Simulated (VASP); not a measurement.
# GaSb (I-4m2) in VASP: notebook, part 3 of 3

VASP 6.6.1. The steps go on from the part before.

### Step 6. Single point, PBE

This run uses another cell than the first one, of 23.22 Å³/atom, 1.010 times its volume.

Contents of INCAR:

```
ALGO = Normal
EDIFF = 1E-7
ENCUT = 520
GGA = PE
ISIF = 2
ISMEAR = 0
LASPH = True
LCHARG = False
LREAL = False
LWAVE = False
NBANDS = 16
NELM = 80
PREC = Accurate
SIGMA = 0.15
```

Contents of KPOINTS:

```
k-points
0
Gamma
  16 16 16
```

Contents of POSCAR:

```
GaSb
1.0
   -2.7657340133      2.7657340133      1.5178500000
    2.7657340133     -2.7657340133      1.5178500000
    2.7657340133      2.7657340133     -1.5178500000
Ga Sb
1 1
Direct
    0.2500000000      0.7500000000      0.5000000000
    0.0000000000      0.0000000000      0.0000000000
```

Potentials or basis: VASP PAW PBE potentials, release 64 (Ga_d, Sb).

Run with:

```console
> cat potpaw_PBE.64/Ga_d/POTCAR potpaw_PBE.64/Sb/POTCAR > POTCAR
> mpirun -np 1 vasp_std > vasp.out
```

OUTCAR:

```text
EDIFF = 1E-7
   ENCUT = 520
   GGA = PE
   ISIF = 2
   ISMEAR = 0
   LASPH = True
   LREAL = False
   NELM = 80
   PREC = Accurate

 ion  position               nearest neighbor table
   1  0.250  0.750  0.500-   2 2.87   2 2.87   2 2.87   2 2.87
   2  0.000  0.000  0.000-   1 2.87   1 2.87   1 2.87   1 2.87

  LATTYP: Found a body centered tetragonal cell.
 ALAT       =     5.5314680266
 C/A-ratio  =     0.5488054862

  Lattice vectors:

 A1 = (  -2.7657340133,   2.7657340133,   1.5178500000)
 A2 = (   2.7657340133,  -2.7657340133,   1.5178500000)
 A3 = (   2.7657340133,   2.7657340133,  -1.5178500000)

Analysis of symmetry for initial positions (statically):
=====================================================================
 Subroutine PRICEL returns:
 Original cell was already a primitive cell.

 Routine SETGRP: Setting up the symmetry group for a
 body centered tetragonal supercell.

 Subroutine GETGRP returns: Found  8 space group operations
 (whereof  8 operations were pure point group operations)
 out of a pool of 16 trial point group operations.

[... 155 lines left out ...]
  ---------------------------------------------------
  ext. energy  EPLUGINS =         0.00000000
  ---------------------------------------------------
  free energy    TOTEN  =        -6.97258604 eV

  energy without entropy =       -6.96363218  energy(sigma->0) =       -6.96810911

 E-fermi :   7.0170     XC(G=0): -10.4125

 val. band max:        7.0086656192   @ k =  -0.1875   0.5000   0.1250
 cond. band min:       7.0214028514   @ k =  -0.3125   0.5000   0.3125
 fundamental gap:      0.0127372321
 Fermi energy:         7.0170333864

 k-point     1 :       0.0000    0.0000    0.0000
  band No.  band energies     occupation
      1      -8.0020      2.00000
      2      -7.8944      2.00000
      3      -7.8886      2.00000
      4      -7.8452      2.00000
      5      -7.8452      2.00000
      6      -5.2627      2.00000
[... 433 lines left out ...]
      3      -7.8881      2.00000
      4      -7.8453      2.00000
      5      -7.8449      2.00000
      6      -5.2290      2.00000
[... 8 lines left out ...]
     15      17.2890      0.00000
     16      17.5604      0.00000

 [... further k-points ...]
[... 5 lines left out ...]
  --------------------------------------------------------------------------------------
  -------------------------------------------------------------------------------------
  Total        0.4514460      0.4514460      1.1130526      0.0000000     -0.0000000      0.0000000
  in kB       15.5742363     15.5742363     38.3987066      0.0000000     -0.0000000      0.0000000
  external PRESSURE =      23.1823931 kB  Pullay stress =       0.0000000 kB

 VOLUME and BASIS-vectors are now :
 -----------------------------------------------------------------------------
  energy-cutoff  :      520.00
  volume of cell :       46.44
      direct lattice vectors                 reciprocal lattice vectors
    -2.765734013  2.765734013  1.517850000     0.000000000  0.180783834  0.329413315
     2.765734013 -2.765734013  1.517850000     0.180783834  0.000000000  0.329413315
     2.765734013  2.765734013 -1.517850000     0.180783834  0.180783834  0.000000000

 POSITION                                       TOTAL-FORCE (eV/Angst)
 -----------------------------------------------------------------------------------
      2.76573     -0.00000      0.75892         0.000000     -0.000000     -0.000000
      0.00000      0.00000      0.00000        -0.000000      0.000000      0.000000
 -----------------------------------------------------------------------------------
    total drift:                                0.000000     -0.000000      0.000000

  FREE ENERGIE OF THE ION-ELECTRON SYSTEM (eV)
  ---------------------------------------------------
  free  energy   TOTEN  =        -6.9725860450 eV

  energy  without entropy=       -6.9636321844  energy(sigma->0) =       -6.96810911
```

OSZICAR:

```text
N       E                     dE             d eps       ncg     rms          rms(c)
DAV:   1     0.841551893372E+02    0.84155E+02   -0.83056E+03 11176   0.150E+03
DAV:   2    -0.817295834739E+00   -0.84972E+02   -0.82071E+02 13272   0.322E+02
DAV:   3    -0.688360968090E+01   -0.60663E+01   -0.60409E+01 13368   0.636E+01
DAV:   4    -0.698711624509E+01   -0.10351E+00   -0.10349E+00 13680   0.921E+00
DAV:   5    -0.698951997689E+01   -0.24037E-02   -0.24037E-02 14088   0.127E+00    0.256E+00
DAV:   6    -0.697473391787E+01    0.14786E-01   -0.35513E-02 14776   0.315E+00    0.145E+00
DAV:   7    -0.697260844574E+01    0.21255E-02   -0.10792E-02 16376   0.116E+00    0.247E-01
DAV:   8    -0.697257344838E+01    0.34997E-04   -0.13351E-03 14688   0.478E-01    0.431E-02
DAV:   9    -0.697258464805E+01   -0.11200E-04   -0.81470E-05 13224   0.673E-02    0.169E-02
DAV:  10    -0.697258664722E+01   -0.19992E-05   -0.62825E-06 14880   0.193E-02    0.290E-03
DAV:  11    -0.697258627509E+01    0.37214E-06   -0.73470E-07 14288   0.944E-03    0.161E-03
DAV:  12    -0.697258605272E+01    0.22237E-06   -0.49457E-08  9048   0.156E-03    0.353E-04
DAV:  13    -0.697258604495E+01    0.77675E-08   -0.14245E-08  7528   0.141E-03
   1 F= -.69725860E+01 E0= -.69681091E+01  d E =-.895386E-02
```

Wall time 81 s (1 thread of Intel Xeon 6975P-C (Granite Rapids), shared host); peak memory 0.39 GiB.

What came out:

- Free energy: -6.9726 eV
- Pressure: 2.3 GPa
- Band gap on the k mesh: zero (band 9 reaches 8.62 eV, above the bottom of band 10 at 4.02 eV)

Stress tensor (GPa, compression positive):
```
1.56 0.00 0.00
0.00 1.56 0.00
0.00 0.00 3.84
```

Caveat: spin-orbit coupling is left out, which moves the levels of the heavy elements.

### Step 7. Overview

```csv
cell,gap on the mesh (eV),pressure (GPa)
"a = 4.149 Å, angles 98.1, 98.1, 136.0°, 2 atoms",none,2.9
"a = 4.108 Å, angles 98.8, 98.8, 133.9°, 2 atoms",none,3.4
"a = 4.190 Å, angles 97.4, 97.4, 138.0°, 2 atoms",none,3.0
"a = 4.134 Å, angles 98.4, 98.4, 135.0°, 2 atoms",none,2.9
"a = 4.196 Å, angles 97.5, 97.5, 137.6°, 2 atoms",none,2.3
```

Alike in all rows: task single point; level PBE; potentials or basis VASP PAW PBE potentials, release 64 (Ga_d, Sb); no spin polarisation; k mesh 16 × 16 × 16; cutoff (eV) 520; smearing gaussian 0.15 eV.

Caveats: spin-orbit coupling is left out, which moves the levels of the heavy elements.

Total energies depend on the potentials used, so only differences within one code and one set of settings carry meaning.
